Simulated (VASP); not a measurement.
# BN (Cmcm) in VASP: a series of runs

Aim: see how the results for BN move with the level of theory and the settings. Levels: PBE, HSE06. Tasks: single point.

All numbers are computed with VASP 6.6.1; they aren't measurements. Logs are shortened: lines on timing, memory, paths and dates and some standing lists are left out, and cuts for length are marked.

### Step 1. The cell of the first run

The typed cell holds 4 atoms: a = 2.488 Å, b = 2.488 Å, c = 6.495 Å, α = 90.00°, β = 90.00°, γ = 120.00°.

### Step 2. Single point, PBE

Contents of INCAR:

```
ALGO = Normal ; EDIFF = 1E-6
ENCUT = 700 ; GGA = PE
GGA_COMPAT = False ; ISIF = 2
ISMEAR = 0 ; ISYM = -1
LASPH = True ; LCHARG = False
LREAL = False ; LWAVE = False
NBANDS = 16 ; NELM = 120
PREC = Accurate ; SIGMA = 0.01
```

Contents of KPOINTS:

```
explicit points
9
Reciprocal
  0.08333333   0.08333333   0.25000000 1
  0.08333333   0.41666667   0.25000000 1
  0.08333333   0.75000000   0.25000000 1
  0.41666667   0.08333333   0.25000000 1
  0.41666667   0.41666667   0.25000000 1
  0.41666667   0.75000000   0.25000000 1
  0.75000000   0.08333333   0.25000000 1
  0.75000000   0.41666667   0.25000000 1
  0.75000000   0.75000000   0.25000000 1
```

Contents of POSCAR:

```
BN
1.0
    2.4883437603      0.0000000000      0.0000000000
   -1.2441718801      2.1549689098      0.0000000000
    0.0000000000      0.0000000000      6.4954828800
B N
2 2
Direct
    0.3335905387      0.6664094613      0.2500000000
    0.6664094613      0.3335905387      0.7500000000
    0.3342207765      0.6657792235      0.7500000000
    0.6657792235      0.3342207765      0.2500000000
```

Potentials or basis: VASP PAW PBE potentials, release 64 (B, N).

Run with:

```
$ cat potpaw_PBE.64/B/POTCAR potpaw_PBE.64/N/POTCAR > POTCAR
$ mpirun -np 1 vasp_std > vasp.out
```

OUTCAR:

```text
EDIFF = 1E-6
   ENCUT = 700
   GGA = PE
   ISIF = 2
   ISMEAR = 0
   ISYM = -1
   LASPH = True
   LREAL = False
   NELM = 120
   PREC = Accurate

 ion  position               nearest neighbor table
   1  0.334  0.666  0.250-   4 1.43   4 1.44   4 1.44
   2  0.666  0.334  0.750-   3 1.43   3 1.44   3 1.44
   3  0.334  0.666  0.750-   2 1.43   2 1.44   2 1.44
   4  0.666  0.334  0.250-   1 1.43   1 1.44   1 1.44

IMPORTANT INFORMATION: All symmetrisations will be switched off!
NOSYMM: (Re-)initialisation of all symmetry stuff for point group C_1.

----------------------------------------------------------------------------------------

                                     Primitive cell

  volume of cell :      34.8308

  direct lattice vectors                    reciprocal lattice vectors
     2.488343760  0.000000000  0.000000000     0.401873735  0.232021909  0.000000000
    -1.244171880  2.154968910  0.000000000     0.000000000  0.464043818  0.000000000
     0.000000000  0.000000000  6.495482880     0.000000000  0.000000000  0.153953142

  length of vectors
     2.488343760  2.488343760  6.495482880     0.464043818  0.464043818  0.153953142

  position of ions in fractional coordinates (direct lattice)
     0.333590539  0.666409461  0.250000000
     0.666409461  0.333590539  0.750000000
     0.334220776  0.665779224  0.750000000
     0.665779224  0.334220776  0.250000000

  ion indices of the primitive-cell ions
   primitive index   ion index
                 1           1
                 2           2
                 3           3
                 4           4

----------------------------------------------------------------------------------------

 KPOINTS: explicit points

Read explicit list of k-points.

 Found      9 k-points:

 Following reciprocal coordinates:
            Coordinates               Weight
  0.083333  0.083333  0.250000      0.111111
  0.083333  0.416667  0.250000      0.111111
  0.083333  0.750000  0.250000      0.111111
  0.416667  0.083333  0.250000      0.111111
  0.416667  0.416667  0.250000      0.111111
  0.416667  0.750000  0.250000      0.111111
  0.750000  0.083333  0.250000      0.111111
  0.750000  0.416667  0.250000      0.111111
  0.750000  0.750000  0.250000      0.111111
   k-points           NKPTS =      9   k-points in BZ     NKDIM =      9   number of bands    NBANDS=     16
   number of dos      NEDOS =    301   number of ions     NIONS =      4
   total plane-waves  NPLWV =  32256
   dimension x,y,z NGX =    24 NGY =   24 NGZ =   56
   dimension x,y,z NGXF=    48 NGYF=   48 NGZF=  112
   ions per type =               2   2
   NGX,Y,Z   is equivalent  to a cutoff of  16.03, 16.03, 14.33 a.u.
   NGXF,Y,Z  is equivalent  to a cutoff of  32.07, 32.07, 28.67 a.u.
 SYSTEM =  unknown system
   PREC   = accura    normal or accurate (medium, high low for compatibility)
   ISTART =      0    job   : 0-new  1-cont  2-samecut
   ICHARG =      2    charge: 1-file 2-atom 10-const
   ISPIN  =      1    spin polarized calculation?
   LNONCOLLINEAR =      F non collinear calculations
   LSORBIT =      F    spin-orbit coupling
   LASPH  =      T    aspherical Exc in radial PAW
   ENCUT  =  700.0 eV  51.45 Ry    7.17 a.u.   5.37  5.37 14.01*2*pi/ulx,y,z
   NELM   =    120;   NELMIN=  2; NELMDL= -5     # of ELM steps
   EDIFF  = 0.1E-05   stopping-criterion for ELM
   LREAL  =      F    real-space projection
   EDIFFG = 0.1E-04   stopping-criterion for IOM
   NSW    =      0    number of steps for IOM
   IBRION =     -1    ionic relax: 0-MD 1-quasi-New 2-CG
   NFREE  =      0    steps in history (QN), initial steepest desc. (CG)
   ISIF   =      2    stress and relaxation
   ISYM   =     -1    0-nonsym 1-usesym 2-fastsym
   POTIM  = 0.5000    time-step for ionic-motion
   TEBEG  =    0.0;   TEEND  =   0.0 temperature during run
   PSTRESS=    0.0 pullay stress
   NELECT =      16.0000    total number of electrons
   NUPDOWN=      -1.0000    fix difference up-down
   EMIN   =  10.00;   EMAX   =-10.00  energy-range for DOS
   EFERMI =   0.00;   METHOD = LEGACY
   ISMEAR =     0;   SIGMA  =   0.01  broadening in eV -4-tet -1-fermi 0-gaus
   EFERMI_NEDOS =   21; number of points for ismear=-14 and -15
   IALGO  =     38    algorithm
   IMIX   =      4    mixing-type and parameters
     AMIX     =   0.40;   BMIX     =  1.00
     AMIX_MAG =   1.60;   BMIX_MAG =  1.00
  volume/ion in A,a.u.               =       8.71        58.76
  Fermi-wavevector in a.u.,A,eV,Ry     =   1.263166  2.387038 21.709310  1.595589
  Thomas-Fermi vector in A             =   2.396537
   LORBIT       =      0    0 simple, 1 ext, 2 COOP (PROOUT), +10 PAW based schemes
   GGA     = PE    functional components
   LHFCALC =     F    Hartree Fock is set to
   AEXX    =    0.0000 exact exchange contribution
   IVDW    =     0    specifies the selected vdW correction
   LEPSILON=     F    determine dielectric tensor
   LRPA    =     F    only Hartree local field effects (RPA)
 non-spin polarized calculation
 Gauss-broadening in eV      SIGMA  =   0.01
  energy-cutoff  :      700.00
  volume of cell :       34.83
 maximum number of plane-waves:      1480
 NGX is ok and might be reduce to    24

 number of electron      16.0000000 magnetization

 Free energy of the ion-electron system (eV)
  ---------------------------------------------------
  ext. energy  EPLUGINS =         0.00000000
  ---------------------------------------------------
  free energy    TOTEN  =       -35.18842978 eV

  energy without entropy =      -35.18842978  energy(sigma->0) =      -35.18842978

 E-fermi :   2.3682     XC(G=0): -10.2551

 val. band max:        2.2874160746   @ k =   0.4167   0.4167   0.2500
 cond. band min:       7.0827492495   @ k =   0.4167   0.4167   0.2500
 fundamental gap:      4.7953331749
 Fermi energy:         2.3682392120

 k-point     1 :       0.0833    0.0833    0.2500
  band No.  band energies     occupation
      1     -14.9517      2.00000
      2     -14.7192      2.00000
      3      -3.0342      2.00000
      4      -1.4503      2.00000
      5      -0.2197      2.00000
      6      -0.1935      2.00000
[... 8 lines left out ...]
     15      15.9743      0.00000
     16      16.3960      0.00000

 k-point     2 :       0.0833    0.4167    0.2500
  band No.  band energies     occupation
      1     -12.1631      2.00000
      2     -12.0824      2.00000
      3      -6.2120      2.00000
      4      -6.1511      2.00000
      5      -2.0122      2.00000
      6      -1.9540      2.00000
[... 8 lines left out ...]
     15      18.1211      0.00000
     16      21.2131      0.00000

 k-point     3 :       0.0833    0.7500    0.2500
  band No.  band energies     occupation
      1     -14.4253      2.00000
      2     -14.2085      2.00000
      3      -2.3254      2.00000
      4      -1.7647      2.00000
      5      -1.7441      2.00000
      6      -0.7583      2.00000
[... 8 lines left out ...]
     15      17.3282      0.00000
     16      17.5795      0.00000

 k-point     4 :       0.4167    0.0833    0.2500
  band No.  band energies     occupation
      1     -12.1631      2.00000
      2     -12.0824      2.00000
      3      -6.2120      2.00000
      4      -6.1511      2.00000
      5      -2.0122      2.00000
      6      -1.9540      2.00000
[... 8 lines left out ...]
     15      18.1211      0.00000
     16      21.2131      0.00000

 k-point     5 :       0.4167    0.4167    0.2500
  band No.  band energies     occupation
      1     -11.8732      2.00000
      2     -11.8241      2.00000
      3      -6.1450      2.00000
      4      -6.0844      2.00000
      5      -2.9806      2.00000
      6      -2.9164      2.00000
[... 8 lines left out ...]
     15      17.9014      0.00000
     16      20.6261      0.00000

 k-point     6 :       0.4167    0.7500    0.2500
  band No.  band energies     occupation
      1     -13.0178      2.00000
      2     -12.8554      2.00000
      3      -4.4033      2.00000
      4      -4.3636      2.00000
      5      -2.2768      2.00000
      6      -2.2237      2.00000
[... 8 lines left out ...]
     15      17.6264      0.00000
     16      18.9836      0.00000

 k-point     7 :       0.7500    0.0833    0.2500
  band No.  band energies     occupation
      1     -14.4253      2.00000
      2     -14.2085      2.00000
      3      -2.3254      2.00000
      4      -1.7647      2.00000
      5      -1.7441      2.00000
      6      -0.7583      2.00000
[... 8 lines left out ...]
     15      17.3282      0.00000
     16      17.5795      0.00000

 k-point     8 :       0.7500    0.4167    0.2500
  band No.  band energies     occupation
      1     -13.0178      2.00000
      2     -12.8554      2.00000
      3      -4.4033      2.00000
      4      -4.3636      2.00000
      5      -2.2768      2.00000
      6      -2.2237      2.00000
[... 8 lines left out ...]
     15      17.6264      0.00000
     16      18.9836      0.00000

 k-point     9 :       0.7500    0.7500    0.2500
  band No.  band energies     occupation
      1     -12.2744      2.00000
      2     -12.1554      2.00000
      3      -5.1278      2.00000
      4      -5.0977      2.00000
      5      -3.3998      2.00000
      6      -3.3638      2.00000
[... 8 lines left out ...]
     15      17.7805      0.00000
     16      19.0507      0.00000

------------------------ aborting loop because EDIFF is reached ----------------------------------------

  FORCE on cell =-STRESS in cart. coord.  units (eV):
  Direction    XX          YY          ZZ          XY          YZ          ZX
  --------------------------------------------------------------------------------------
  -------------------------------------------------------------------------------------
  Total        2.4156597      2.4513588      0.7675391      0.0309164     -0.0119503     -0.0068987
  in kB      111.1177681    112.7598882     35.3059812      1.4221208     -0.5497018     -0.3173341
  external PRESSURE =      86.3945458 kB  Pullay stress =       0.0000000 kB

 VOLUME and BASIS-vectors are now :
 -----------------------------------------------------------------------------
  energy-cutoff  :      700.00
  volume of cell :       34.83
      direct lattice vectors                 reciprocal lattice vectors
     2.488343760  0.000000000  0.000000000     0.401873735  0.232021909  0.000000000
    -1.244171880  2.154968910  0.000000000     0.000000000  0.464043818  0.000000000
     0.000000000  0.000000000  6.495482880     0.000000000  0.000000000  0.153953142

 POSITION                                       TOTAL-FORCE (eV/Angst)
 -----------------------------------------------------------------------------------
      0.00096      1.43609      1.62387        -0.000411      0.000236      0.000001
      1.24321      0.71888      4.87161         0.000405     -0.000235      0.000001
      0.00331      1.43473      4.87161        -0.000374      0.000217      0.000000
      1.24086      0.72024      1.62387         0.000379     -0.000219     -0.000002
 -----------------------------------------------------------------------------------
    total drift:                                0.000005     -0.000002     -0.000003

  FREE ENERGIE OF THE ION-ELECTRON SYSTEM (eV)
  ---------------------------------------------------
  free  energy   TOTEN  =       -35.1884297773 eV

  energy  without entropy=      -35.1884297773  energy(sigma->0) =      -35.18842978
```

It took 6.3 s on 1 thread of AMD EPYC 9R45 (Zen 5), shared host; peak memory 0.13 GiB.

Results:

* Free energy: -35.1884 eV
* Pressure: 8.6 GPa
* Band gap on the k mesh: 4.80 eV

Stress tensor (GPa, compression positive):
```
11.11  0.14 -0.03
 0.14 11.28 -0.05
-0.03 -0.05  3.53
```

Levels at points of the mesh, in eV from the valence-band top:
| k point | band 6 | band 7 | band 8 | band 9 | band 10 | band 11 |
| --- | --- | --- | --- | --- | --- | --- |
| (0.08, 0.08, 0.25) | -2.48 | -1.90 | -1.86 | 7.05 | 10.01 | 11.83 |

Caveat: the stress differs along the axes, from 4 to 11 GPa; a shifted mesh leaves out Γ, where band edges can lie; this functional lacks dispersion, which binds layers or chains, so the pressure and a relaxed spacing across them are unreliable.

### Step 3. Single point, HSE06

This run uses another cell than the first one: it holds 36 atoms, not 4.

Contents of POSCAR:

```
BN
1.0
    7.4650312809      0.0000000000      0.0000000000
   -3.7325156404      6.4649067293      0.0000000000
    0.0000000000      0.0000000000      6.4954828800
B N
18 18
Direct
    0.1111968462      0.2221364871      0.2500000000
    0.2221364871      0.1111968462      0.7500000000
    0.1111968462      0.5554698204      0.2500000000
    0.2221364871      0.4445301796      0.7500000000
    0.1111968462      0.8888031538      0.2500000000
    0.2221364871      0.7778635129      0.7500000000
    0.4445301796      0.2221364871      0.2500000000
    0.5554698204      0.1111968462      0.7500000000
    0.4445301796      0.5554698204      0.2500000000
    0.5554698204      0.4445301796      0.7500000000
    0.4445301796      0.8888031538      0.2500000000
    0.5554698204      0.7778635129      0.7500000000
    0.7778635129      0.2221364871      0.2500000000
    0.8888031538      0.1111968462      0.7500000000
    0.7778635129      0.5554698204      0.2500000000
    0.8888031538      0.4445301796      0.7500000000
    0.7778635129      0.8888031538      0.2500000000
    0.8888031538      0.7778635129      0.7500000000
    0.1114069255      0.2219264078      0.7500000000
    0.2219264078      0.1114069255      0.2500000000
    0.1114069255      0.5552597412      0.7500000000
    0.2219264078      0.4447402588      0.2500000000
    0.1114069255      0.8885930745      0.7500000000
    0.2219264078      0.7780735922      0.2500000000
    0.4447402588      0.2219264078      0.7500000000
    0.5552597412      0.1114069255      0.2500000000
    0.4447402588      0.5552597412      0.7500000000
    0.5552597412      0.4447402588      0.2500000000
    0.4447402588      0.8885930745      0.7500000000
    0.5552597412      0.7780735922      0.2500000000
    0.7780735922      0.2219264078      0.7500000000
    0.8885930745      0.1114069255      0.2500000000
    0.7780735922      0.5552597412      0.7500000000
    0.8885930745      0.4447402588      0.2500000000
    0.7780735922      0.8885930745      0.7500000000
    0.8885930745      0.7780735922      0.2500000000
```

Contents of INCAR.step1:

```
PREC = Accurate
ENCUT = 520
EDIFF = 1E-5
ISMEAR = -1
SIGMA = 0.01
LREAL = Auto
LASPH = T
NELM = 120
ALGO = Normal
ISIF = 2
LWAVE = T
LCHARG = F
GGA = PE
NBANDS = 96
GGA_COMPAT = F
ISYM = -1
```

Contents of INCAR.step2:

```
PREC = Accurate
ENCUT = 520
EDIFF = 1E-6
ISMEAR = -1
SIGMA = 0.01
LREAL = Auto
LASPH = T
NELM = 120
ALGO = Normal
ISIF = 2
LWAVE = F
LCHARG = F
GGA = PE
LHFCALC = T
HFSCREEN = 0.2079
PRECFOCK = Fast
ISTART = 1
NBANDS = 96
GGA_COMPAT = F
ISYM = -1
```

Contents of KPOINTS:

```
explicit points
1
Reciprocal
  0.25000000   0.25000000   0.25000000 1
```

Potentials or basis: VASP PAW PBE potentials, release 64 (B, N).

Run with:

```
$ cat potpaw_PBE.64/B/POTCAR potpaw_PBE.64/N/POTCAR > POTCAR
$ cp INCAR.step1 INCAR
$ mpirun -np 1 vasp_std > vasp.out
$ cp INCAR.step2 INCAR
$ mpirun -np 1 vasp_std > vasp.out
```

Run time: 6.3 min. Hardware: 1 thread of AMD EPYC 7R43 (Zen 3), shared host; peak memory 0.49 GiB.

Results (log left out):

| Item | Value |
| --- | --- |
| Free energy | -368.6256 eV |
| Pressure | 3.1 GPa |
| Band gap on the k mesh | 6.29 eV |

Forces in eV/Å, atoms in the order of the input:
```
B    0.001  0.000  0.000
B   -0.001  0.001  0.000
B    0.003  0.000  0.000
B   -0.002  0.001  0.000
B    0.002 -0.001  0.000
B   -0.002  0.001  0.000
B    0.002 -0.001  0.000
B   -0.001  0.002  0.000
B    0.001  0.000  0.000
B   -0.001  0.000  0.000
B    0.001 -0.002  0.000
B   -0.002  0.001  0.000
B    0.002 -0.001  0.000
B   -0.002  0.001  0.000
B    0.002 -0.001  0.000
B   -0.003  0.000  0.000
B    0.001 -0.001  0.000
B   -0.001  0.000  0.000
N    0.000  0.001  0.000
N    0.000  0.001  0.000
N    0.000  0.000  0.000
N    0.000  0.000  0.000
N    0.001  0.000  0.000
N    0.000  0.000  0.000
N    0.000  0.000  0.000
N    0.000  0.000  0.000
N    0.000  0.000  0.000
N    0.000  0.000  0.000
N    0.000  0.000  0.000
N    0.000  0.000  0.000
N    0.000  0.000  0.000
N   -0.001  0.000  0.000
N    0.000  0.000  0.000
N    0.000  0.000  0.000
N    0.000 -0.001  0.000
N    0.000 -0.001  0.000
```

Stress tensor (GPa, compression positive):
```
 3.42  0.11 -0.04
 0.11  3.55 -0.06
-0.04 -0.06  2.18
```

Levels at points of the mesh, in eV from the valence-band top:
```tsv
k point	band 69	band 70	band 71	band 72	band 73	band 74	band 75	band 76
(0.25, 0.25, 0.25)	-0.41	-0.37	-0.37	0.00	6.29	6.37	6.37	7.08
```

Caveat: the cell stands under pressure; the PAW data sets were made with another functional, which shifts forces and pressure a little; a shifted mesh leaves out Γ, where band edges can lie; this functional lacks dispersion, which binds layers or chains, so the pressure and a relaxed spacing across them are unreliable. A k mesh can miss the band edges.

### Step 4. Single point, PBE

Contents of INCAR:

```
ALGO = Normal ; EDIFF = 1E-6
ENCUT = 520 ; GGA = PE
ISIF = 2 ; ISMEAR = 0
ISYM = 0 ; LASPH = True
LCHARG = False ; LREAL = False
LWAVE = False ; NBANDS = 16
NELM = 60 ; PREC = Accurate
SIGMA = 0.01
```

Contents of KPOINTS:

```
Automatic mesh
0
Gamma
  3 3 1
  0.25 0.25 0.25
```

Contents of POSCAR:

```
BN
1.0
    2.4883437603      0.0000000000      0.0000000000
   -1.2441718801      2.1549689098      0.0000000000
    0.0000000000      0.0000000000      6.4954828800
B N
2 2
Direct
    0.3335905387      0.6664094613      0.2500000000
    0.6664094613      0.3335905387      0.7500000000
    0.3342207765      0.6657792235      0.7500000000
    0.6657792235      0.3342207765      0.2500000000
```

Run with:

```
$ cat potpaw_PBE.64/B/POTCAR potpaw_PBE.64/N/POTCAR > POTCAR
$ mpirun -np 1 vasp_std > vasp.out
```

Wall time 30 s (1 thread of Intel Xeon 8259CL, shared host); peak memory 0.16 GiB.

The run converged. Its results:

| Item | Value |
| --- | --- |
| Free energy | -35.1706 eV |
| Pressure | 8.8 GPa |
| Largest force | 0.216 eV/Å |
| Band gap on the k mesh | 4.80 eV |

Forces in eV/Å, atoms in the order of the input:
```
B   -0.187  0.108  0.000
B    0.187 -0.108  0.000
N   -0.187  0.108  0.000
N    0.187 -0.108  0.000
```

Stress tensor (GPa, compression positive):
```
11.67 -0.58  0.00
-0.58 11.00  0.00
 0.00  0.00  3.65
```

Levels at points of the mesh, in eV from the valence-band top:
| k point | band 4 | band 5 | band 6 | band 7 | band 8 | band 9 | band 10 | band 11 | band 12 | band 13 |
| --- | --- | --- | --- | --- | --- | --- | --- | --- | --- | --- |
| (0.08, 0.08, 0.25) | -3.74 | -2.51 | -2.48 | -1.90 | -1.87 | 7.05 | 10.00 | 11.83 | 11.97 | 12.16 |

Caveat: the stress differs along the axes, from 4 to 12 GPa; a shifted mesh leaves out Γ, where band edges can lie; this functional lacks dispersion, which binds layers or chains, so the pressure and a relaxed spacing across them are unreliable.

### Step 5. The runs side by side

```tsv
level	cell	k mesh	cutoff (eV)	smearing	grid for exact exchange (PRECFOCK)	share of exact exchange	screening parameter	gap on the mesh (eV)	pressure (GPa)
PBE	a = 2.488, b = 2.488, c = 6.495 Å, angles 90.0, 90.0, 120.0°, 4 atoms, atomic positions A	3 × 3 × 1, shifted	700	gaussian 0.01 eV	-	-	-	4.80	8.6
HSE06	a = 7.465, b = 7.465, c = 6.495 Å, angles 90.0, 90.0, 120.0°, 36 atoms, atomic positions B	1 × 1 × 1, shifted	520	fermi-dirac 0.01 eV	Fast	0.25	0.2079 1/Å	6.29	3.1
PBE	a = 2.488, b = 2.488, c = 6.495 Å, angles 90.0, 90.0, 120.0°, 4 atoms, atomic positions A	3 × 3 × 1, shifted	520	gaussian 0.01 eV	-	-	-	4.80	8.8
```

Alike in all rows: task single point; potentials or basis VASP PAW PBE potentials, release 64 (B, N); no spin polarisation.

Caveats: a shifted mesh leaves out Γ, where band edges can lie; this functional lacks dispersion, which binds layers or chains, so the pressure and a relaxed spacing across them are unreliable; the stress differs along the axes, from 4 to 11 GPa (at least some runs); the cell stands under pressure (at least some runs); the PAW data sets were made with another functional, which shifts forces and pressure a little (at least some runs); the stress differs along the axes, from 4 to 12 GPa (at least some runs).

Total energies depend on the potentials used, so only differences within one code and one set of settings carry meaning.
